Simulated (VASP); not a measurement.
A run of VASP 6.6.1 is set up as follows.

File INCAR:

```
SYSTEM = TiB2
  PREC = Accurate
  ENCUT = 600
  EDIFF = 1E-6
  ISMEAR = 1
  SIGMA = 0.05
  LREAL = .FALSE.
  LASPH = .TRUE.
  NELM = 100
  ALGO = Normal
  ISIF = 3
  LWAVE = .FALSE.
  LCHARG = .FALSE.
  GGA = PE
  IBRION = 2
  NSW = 80
  EDIFFG = -0.03
  PSTRESS = 100.0
```

The input KPOINTS:

```
Automatic mesh
0
G
  9 9 5
  0 0 0
```

Contents of POSCAR:

```
TiB2
1.0
    2.8200000000      0.0000000000      0.0000000000
   -1.4100000000      2.4421916387      0.0000000000
    0.0000000000      0.0000000000      4.5120000000
Ti B
1 2
Direct
    0.0000000000      0.0000000000      0.0000000000
    0.3333333333      0.6666666667      0.2500000000
    0.6666666667      0.3333333333      0.7500000000
```

Potentials or basis: VASP PAW PBE potentials, release 64 (Ti_sv, B).

The run is started by

```bash
$ cat potpaw_PBE.64/Ti_sv/POTCAR potpaw_PBE.64/B/POTCAR > POTCAR
$ mpirun -np 1 vasp_std > vasp.out
```

(1) Estimate the space group after relaxing (to 0.1 Å).

(2) Estimate the relaxed cell.

Answers

(1) P6/mmm (No. 191).

(2) a = 3.002 Å, b = 3.002 Å, c = 3.170 Å, α = 90.00°, β = 90.00°, γ = 120.00°.
